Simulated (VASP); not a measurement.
A run of VASP 6.6.1 is set up as follows.

Contents of POSCAR:

```
Mg7ZnO8
1.0
    8.4414430000      0.0000000000      0.0000000000
    0.0000000000      8.4414430000      0.0000000000
    0.0000000000      0.0000000000      8.4414430000
O Zn Mg
32 4 28
Direct
    0.2530950000      0.0008960000      0.0001670000
    0.2505680000      0.0033480000      0.4996850000
    0.2505380000      0.5002280000      0.0001390000
    0.2503510000      0.4976630000      0.4994190000
    0.7473890000      0.0007700000      0.0001050000
    0.7499850000      0.0007390000      0.4995470000
    0.7499810000      0.5002500000      0.0026530000
    0.7499260000      0.5001770000      0.4970520000
    0.0000340000      0.2533230000      0.9995680000
    0.9999470000      0.2507460000      0.5001360000
    0.9998240000      0.7477110000      0.9995280000
    0.9973870000      0.7501190000      0.5000200000
    0.5004560000      0.2508120000      0.9970200000
    0.5006170000      0.2508280000      0.5026970000
    0.5005090000      0.7502100000      0.9996310000
    0.5030330000      0.7504120000      0.5002650000
    0.0005040000      0.0002370000      0.2526910000
    0.0004720000      0.0001810000      0.7469970000
    0.0005030000      0.5008170000      0.2501210000
    0.0030760000      0.5008400000      0.7495800000
    0.4999100000      0.9976960000      0.2501490000
    0.4999470000      0.0002360000      0.7495580000
    0.5000120000      0.5034380000      0.2502010000
    0.4973660000      0.5007440000      0.7495610000
    0.2474020000      0.2501690000      0.2494840000
    0.2499330000      0.2502320000      0.7501050000
    0.2498140000      0.7506880000      0.2469950000
    0.2500610000      0.7508660000      0.7527320000
    0.7530560000      0.2502400000      0.2496620000
    0.7504980000      0.2476450000      0.7500490000
    0.7504700000      0.7508260000      0.2496000000
    0.7505270000      0.7533120000      0.7502600000
    0.0001930000      0.0004450000      0.9998620000
    0.2501890000      0.7504820000      0.4998950000
    0.7502780000      0.5005000000      0.7498510000
    0.5002360000      0.2505070000      0.2498140000
    0.0004380000      0.0003100000      0.4998320000
    0.0000670000      0.5005880000      0.9996710000
    0.0001780000      0.5005920000      0.4999130000
    0.5002240000      0.0006130000      0.9999100000
    0.5000960000      0.0005430000      0.4998590000
    0.5003710000      0.5004230000      0.9998430000
    0.5002420000      0.5005210000      0.4999120000
    0.2502340000      0.2503800000      0.9999370000
    0.2503280000      0.2505320000      0.4997160000
    0.2500800000      0.7507060000      0.9998380000
    0.7502610000      0.2504460000      0.9998860000
    0.7501270000      0.2506050000      0.4998230000
    0.7502650000      0.7505790000      0.9998130000
    0.7501990000      0.7503970000      0.4999290000
    0.2502630000      0.0005610000      0.2498320000
    0.2501310000      0.0004590000      0.7498850000
    0.2503070000      0.5004640000      0.2498840000
    0.2502120000      0.5006350000      0.7497620000
    0.7502090000      0.0005960000      0.2497970000
    0.7503810000      0.0004780000      0.7499250000
    0.7500110000      0.5003910000      0.2498340000
    0.0002070000      0.2503790000      0.2496390000
    0.0000330000      0.2504460000      0.7499900000
    0.0003400000      0.7505950000      0.2498320000
    0.0001360000      0.7504950000      0.7499000000
    0.5004200000      0.2507000000      0.7498650000
    0.4999940000      0.7505510000      0.2499900000
    0.5002800000      0.7504090000      0.7497550000
```

Contents of INCAR.step1:

```
SYSTEM = Mg7ZnO8
PREC = Accurate ; ENCUT = 770
ISMEAR = -1 ; SIGMA = 0.05
LREAL = Auto ; LASPH = .TRUE.
NELM = 120 ; NBANDS = 186
ISYM = -1 ; GGA = PE
ALGO = Normal ; EDIFF = 1E-5
LWAVE = .TRUE. ; LCHARG = .FALSE.
GGA_COMPAT = .FALSE.
```

File INCAR.step2:

```
SYSTEM = Mg7ZnO8
PREC = Accurate ; ENCUT = 770
EDIFF = 1E-6 ; ISMEAR = -1
SIGMA = 0.05 ; LREAL = Auto
LASPH = .TRUE. ; NELM = 120
ALGO = Normal ; ISIF = 2
LWAVE = .FALSE. ; LCHARG = .FALSE.
METAGGA = R2SCAN ; LMIXTAU = .TRUE.
NBANDS = 186 ; ISYM = -1
ISTART = 1 ; GGA_COMPAT = .FALSE.
```

KPOINTS

```
explicit points
1
Reciprocal
  0.25000000   0.25000000   0.25000000 1
```

Potentials or basis: VASP PAW PBE potentials, release 64 (O, Zn, Mg).

Run with:

```sh
$ cat potpaw_PBE.64/O/POTCAR potpaw_PBE.64/Zn/POTCAR potpaw_PBE.64/Mg/POTCAR > POTCAR
$ cp INCAR.step1 INCAR
$ mpirun -np 1 vasp_std > vasp.out
$ cp INCAR.step2 INCAR
$ mpirun -np 1 vasp_std > vasp.out
```

**Question.** What does it give for the pressure?

**Answer.** -1.9 GPa.

**Question.** What does it give for the largest force?

**Answer.** 0.082 eV/Å.

**Question.** What does it give for the band gap on the k mesh?

**Answer.** 5.75 eV.

Stress tensor (GPa, compression positive):
```
-1.91 -0.15 -0.15
-0.15 -1.92 -0.15
-0.15 -0.15 -1.91
```

Caveat: the PAW data sets were made with another functional, which shifts forces and pressure a little; a shifted mesh leaves out Γ, where band edges can lie. A k mesh can miss the band edges.
